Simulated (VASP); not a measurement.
Here is a VASP 6.6.1 calculation.

Contents of INCAR:

```
SYSTEM = Pb
ALGO     = Normal         ! electronic algorithm
EDIFF    = 1E-7           ! SCF threshold, eV
ENCUT    = 520            ! plane-wave cutoff, eV
GGA      = PE             ! functional
ISIF     = 2              ! what is computed and relaxed
ISMEAR   = -1             ! smearing method
LASPH    = .TRUE.         ! aspherical terms in the spheres
LCHARG   = .FALSE.        ! write CHGCAR
LREAL    = .FALSE.        ! projectors in reciprocal space
LWAVE    = .FALSE.        ! write WAVECAR
NBANDS   = 13             ! bands
NELM     = 100            ! most SCF steps
PREC     = Accurate       ! precision mode
SIGMA    = 0.05           ! smearing width, eV
```

Contents of KPOINTS:

```
k-points
0
G
  12 12 12
  0 0 0
```

File POSCAR:

```
Pb
1.0
    2.9568009326      0.0000000000      0.0000000000
    0.0000000000      2.9568009326      0.0000000000
    0.0000000000      0.0000000000      2.9568009326
Pb
1
Direct
    0.0000000000      0.0000000000      0.0000000000
```

Potentials or basis: VASP PAW PBE potentials, release 64 (Pb_d).

Launch:

```bash
$ cat potpaw_PBE.64/Pb_d/POTCAR > POTCAR
$ mpirun -np 1 vasp_std > vasp.out
```

(1) Estimate the pressure.

(2) What does it give for the band gap on the k mesh?

Results:

(1) 20.5 GPa.

(2) zero (band 7 reaches 14.91 eV, above the bottom of band 8 at 6.46 eV).

Caveat: spin-orbit coupling is left out, which moves the levels of the heavy elements.
